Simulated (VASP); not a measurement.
Sb, 2 atoms in the cell. The cell holds a slab with vacuum, 2 atoms: a = 4.096 Å, b = 4.096 Å, c = 26.870 Å, α = 90.00°, β = 90.00°, γ = 120.00°. 

| Item | Value |
| --- | --- |
| Program | VASP 6.6.1 |
| Task | single point |
| Functional | PBE |
| Dispersion | D3(BJ) |
| Potentials or basis | VASP PAW PBE potentials, release 64 (Sb) |
| Cutoff | 400 eV |
| k mesh | 12 × 12 × 1 |
| Occupations | gaussian, width 0.04 eV |
| Spin | no spin polarisation |
| Dipole correction | yes |
| Further INCAR settings | ALGO = Normal; EDIFF = 1e-06; NBANDS = 12; NELMDL = -8 |

Potentials or basis: VASP PAW PBE potentials, release 64 (Sb).

Run with:

```console
$ cat potpaw_PBE.64/Sb/POTCAR > POTCAR
$ mpirun -np 1 vasp_std > vasp.out
```

Hardware: 1 thread of AMD EPYC 7R13, on a shared host.

**Question.** How long does it take, and how much memory?

**Answer.** Wall time 2.5 min on 1 thread of AMD EPYC 7R13, on a shared host, peak memory 0.34 GiB. Counts: scf iterations 22, k points 19.
